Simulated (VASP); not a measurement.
Wanted: the native input for a VASP 6.6.1 run.

* Task: single point
* Functional: r2SCAN
* Potentials or basis: VASP PAW PBE potentials, release 64 (C)
* Cutoff: 520 eV
* k mesh: 12 × 12 × 6
* Occupations: gaussian, width 0.01 eV
* Spin: no spin polarisation
* Dipole correction: no
* Further INCAR settings: ALGO = Normal; EDIFF = 1e-07; NBANDS = 16

Crystal: C.

```xyz
4
Lattice="2.5032 0.0000 0.0000 -1.2516 2.1678 0.0000 0.0000 0.0000 4.1689" Properties=species:S:1:pos:R:3 pbc="T T T"
C     0.0000    1.4452    0.0010
C     1.2516    0.7226    2.0854
C     0.0000    1.4452    1.5624
C     1.2516    0.7226    3.6468
```

These files were run (other wordings do the same):

POSCAR

```
C
1.0
    2.5031953710      0.0000000000      0.0000000000
   -1.2515976855      2.1678307819      0.0000000000
    0.0000000000      0.0000000000      4.1688692747
C
4
Direct
    0.3333333333      0.6666666667      0.0002313176
    0.6666666667      0.3333333333      0.5002313176
    0.3333333333      0.6666666667      0.3747686824
    0.6666666667      0.3333333333      0.8747686824
```

INCAR.step1

```
ALGO = Normal ; EDIFF = 1E-4
ENCUT = 520 ; GGA = PE
ISMEAR = 0 ; LASPH = T
LCHARG = F ; LREAL = F
LWAVE = T ; NBANDS = 16
NELM = 60 ; PREC = Accurate
SIGMA = 0.01
```

INCAR.step2

```
ALGO = Normal ; EDIFF = 1E-7
ENCUT = 520 ; ISIF = 2
ISMEAR = 0 ; ISTART = 1
LASPH = T ; LCHARG = F
LMIXTAU = T ; LREAL = F
LWAVE = F ; METAGGA = R2SCAN
NBANDS = 16 ; NELM = 60
PREC = Accurate ; SIGMA = 0.01
```

KPOINTS

```
k-points
0
Gamma
  12 12 6
```

Potentials or basis: VASP PAW PBE potentials, release 64 (C).

Run with:

```sh
$ cat potpaw_PBE.64/C/POTCAR > POTCAR
$ cp INCAR.step1 INCAR
$ mpirun -np 1 vasp_std > vasp.out
$ cp INCAR.step2 INCAR
$ mpirun -np 1 vasp_std > vasp.out
```

It gave:

| Property | Result |
| --- | --- |
| Pressure | 1.1 GPa |
| Largest force | 0.010 eV/Å |
| Band gap on the k mesh | 3.56 eV (least direct gap 5.19 eV) |

Caveat: the PAW data sets were made with another functional, which shifts forces and pressure a little.

It took 3.3 min on 1 thread of Intel Xeon 8259CL, on a shared host, peak memory 0.15 GiB.
